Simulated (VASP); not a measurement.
SiO2:

```
Si O
1.0
     5.06052    0.00000    0.00000
    -2.53026    4.38254    0.00000
     0.00000    0.00000    5.54135
Si O
3 6
Direct
  0.00000 0.50000 0.33333
  0.50000 0.50000 0.66667
  0.50000 0.00000 0.00000
  0.58279 0.79139 0.83333
  0.79139 0.58279 0.50000
  0.79139 0.20861 0.16667
  0.41721 0.20861 0.83333
  0.20861 0.41721 0.50000
  0.20861 0.79139 0.16667
```

Base run:

* Program: VASP 6.6.1
* Functional: PBEsol
* Potentials or basis: VASP PAW PBE potentials, release 64 (Si, O)
* Cutoff: 520 eV
* k mesh: 6 × 6 × 4
* Occupations: gaussian, width 0.02 eV
* Spin: no spin polarisation

Its results: band gap on the k mesh 5.63 eV (least direct gap 5.82 eV); pressure 3.0 GPa; largest force 0.168 eV/Å.

Task: The run is repeated on the same cell with these changes: functional from PBEsol to r2SCAN. What comes out?

Result: Band gap on the k mesh 6.30 eV (least direct gap 6.49 eV); pressure 0.3 GPa; largest force 0.020 eV/Å.

Caveats: the PAW data sets were made with another functional, which shifts forces and pressure a little; the cell stands under pressure (at least some runs).

A k mesh can miss the band edges.
